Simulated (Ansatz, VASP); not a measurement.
# Two plane-wave programs on Al36H

INCAR

```
SYSTEM = Al36H
ALGO = Normal
DIPOL = 0.5 0.5 0.378
EDIFF = 1E-6
ENCUT = 520
GGA = PE
IDIPOL = 3
ISIF = 2
ISMEAR = 0
IVDW = 12
LASPH = .TRUE.
LCHARG = .FALSE.
LDIPOL = .TRUE.
LREAL = Auto
LWAVE = .FALSE.
NBANDS = 78
NELM = 60
PREC = Accurate
SIGMA = 0.1
```

The input KPOINTS:

```
k-points
0
G
  6 6 1
  0 0 0
```

The input POSCAR:

```
Al36H
1.0
    5.6288445219      0.0000000000      0.0000000000
   -2.8144222609      4.8747223499      0.0000000000
    0.0000000000      0.0000000000     35.9073562080
Al H
36 1
Direct
    0.1666666667      0.3333333333      0.1113977865
    0.1666666667      0.8333333333      0.1113977865
    0.6666666667      0.3333333333      0.1113977865
    0.6666666667      0.8333333333      0.1113977865
    0.0000000000      0.0000000000      0.1757372983
    0.0000000000      0.5000000000      0.1757372983
    0.5000000000      0.0000000000      0.1757372983
    0.5000000000      0.5000000000      0.1757372983
    0.3333333333      0.1666666667      0.2400768102
    0.3333333333      0.6666666667      0.2400768102
    0.8333333333      0.1666666667      0.2400768102
    0.8333333333      0.6666666667      0.2400768102
    0.0000000000      0.0000000000      0.3044163221
    0.0000000000      0.5000000000      0.3044163221
    0.5000000000      0.0000000000      0.3044163221
    0.5000000000      0.5000000000      0.3044163221
    0.1666666667      0.3333333333      0.3682539347
    0.1666666667      0.8333333333      0.3682539347
    0.6666666667      0.3333333333      0.3682539347
    0.6666666667      0.8333333333      0.3682539347
    0.0000000000      0.0000000000      0.4320699059
    0.0000000000      0.5000000000      0.4320699059
    0.5000000000      0.0000000000      0.4320699059
    0.5000000000      0.5000000000      0.4320699059
    0.3333333333      0.1666666667      0.4967844642
    0.3333333333      0.6666666667      0.4967844642
    0.8333333333      0.1666666667      0.4967844642
    0.8333333333      0.6666666667      0.4967844642
    0.0000000000      0.0000000000      0.5611166564
    0.0000000000      0.5000000000      0.5611166564
    0.5000000000      0.0000000000      0.5611166564
    0.5000000000      0.5000000000      0.5611166564
    0.1666666667      0.3333333333      0.6268174153
    0.1666666667      0.8333333333      0.6268174153
    0.6666666667      0.3333333333      0.6268174153
    0.6666666667      0.8333333333      0.6268174153
    0.1666666667      0.5833333333      0.7047958658
```

Input for Ansatz:

```yaml
crystal:
  lattice:
    - [5.6288445219, 0.0, 0.0]
    - [-2.8144222609, 4.8747223499, 0.0]
    - [0.0, 0.0, 35.907356208]
  atoms:
    - { symbol: Al, position: [0.1666666667, 0.3333333333, 0.1113977865] }
    - { symbol: Al, position: [0.1666666667, 0.8333333333, 0.1113977865] }
    - { symbol: Al, position: [0.6666666667, 0.3333333333, 0.1113977865] }
    - { symbol: Al, position: [0.6666666667, 0.8333333333, 0.1113977865] }
    - { symbol: Al, position: [0.0, 0.0, 0.1757372983] }
    - { symbol: Al, position: [0.0, 0.5, 0.1757372983] }
    - { symbol: Al, position: [0.5, 0.0, 0.1757372983] }
    - { symbol: Al, position: [0.5, 0.5, 0.1757372983] }
    - { symbol: Al, position: [0.3333333333, 0.1666666667, 0.2400768102] }
    - { symbol: Al, position: [0.3333333333, 0.6666666667, 0.2400768102] }
    - { symbol: Al, position: [0.8333333333, 0.1666666667, 0.2400768102] }
    - { symbol: Al, position: [0.8333333333, 0.6666666667, 0.2400768102] }
    - { symbol: Al, position: [0.0, 0.0, 0.3044163221] }
    - { symbol: Al, position: [0.0, 0.5, 0.3044163221] }
    - { symbol: Al, position: [0.5, 0.0, 0.3044163221] }
    - { symbol: Al, position: [0.5, 0.5, 0.3044163221] }
    - { symbol: Al, position: [0.1666666667, 0.3333333333, 0.3682539347] }
    - { symbol: Al, position: [0.1666666667, 0.8333333333, 0.3682539347] }
    - { symbol: Al, position: [0.6666666667, 0.3333333333, 0.3682539347] }
    - { symbol: Al, position: [0.6666666667, 0.8333333333, 0.3682539347] }
    - { symbol: Al, position: [0.0, 0.0, 0.4320699059] }
    - { symbol: Al, position: [0.0, 0.5, 0.4320699059] }
    - { symbol: Al, position: [0.5, 0.0, 0.4320699059] }
    - { symbol: Al, position: [0.5, 0.5, 0.4320699059] }
    - { symbol: Al, position: [0.3333333333, 0.1666666667, 0.4967844642] }
    - { symbol: Al, position: [0.3333333333, 0.6666666667, 0.4967844642] }
    - { symbol: Al, position: [0.8333333333, 0.1666666667, 0.4967844642] }
    - { symbol: Al, position: [0.8333333333, 0.6666666667, 0.4967844642] }
    - { symbol: Al, position: [0.0, 0.0, 0.5611166564] }
    - { symbol: Al, position: [0.0, 0.5, 0.5611166564] }
    - { symbol: Al, position: [0.5, 0.0, 0.5611166564] }
    - { symbol: Al, position: [0.5, 0.5, 0.5611166564] }
    - { symbol: Al, position: [0.1666666667, 0.3333333333, 0.6268174153] }
    - { symbol: Al, position: [0.1666666667, 0.8333333333, 0.6268174153] }
    - { symbol: Al, position: [0.6666666667, 0.3333333333, 0.6268174153] }
    - { symbol: Al, position: [0.6666666667, 0.8333333333, 0.6268174153] }
    - { symbol: H, position: [0.1666666667, 0.5833333333, 0.7047958658] }
basis:
  ecutwfc: 420
kpoints:
  mp_grid: { grid: [6, 6, 1] }
hamiltonian:
  xc: pbe
  pseudopotentials: { kind: paw, azcp: { folder: soft_1 } }
  dispersion: d3bj
scf:
  occupations: { method: gaussian, width: 0.1 }
output:
  forces: true
  eigenvalues: true
  write_density: true
  write_potential: true
  elf: true
  volumetric_format: npy
efield:
  axis: 3
  dipole_correction: true
  ramp_width: 0.04
```

Alike in both runs: task single point; functional PBE; dispersion D3(BJ); k mesh 6 × 6 × 1; occupations gaussian, width 0.1 eV; no spin polarisation.

|  | VASP | Ansatz |
| --- | --- | --- |
| version | VASP 6.6.1 | Ansatz 0.2.0 |
| potentials or method | VASP PAW PBE potentials, release 64 (Al, H), cutoff 520 eV | scalar-relativistic, plane waves, PAW |
| valence electrons in the cell | 109 | 109 |

|  | VASP | Ansatz | Ansatz less VASP |
| --- | --- | --- | --- |
| gap on the k mesh at the Fermi level (eV) | none | none | - |
| rms of the force components (eV/Å) | 0.130 | 0.130 | +0.0001 |

Atom by atom the forces differ by 0.001 eV/Å (rms over components). A gap of «none» marks a metal or a gap that the smearing closes. Ansatz's warnings: xc potential rough in thin density.
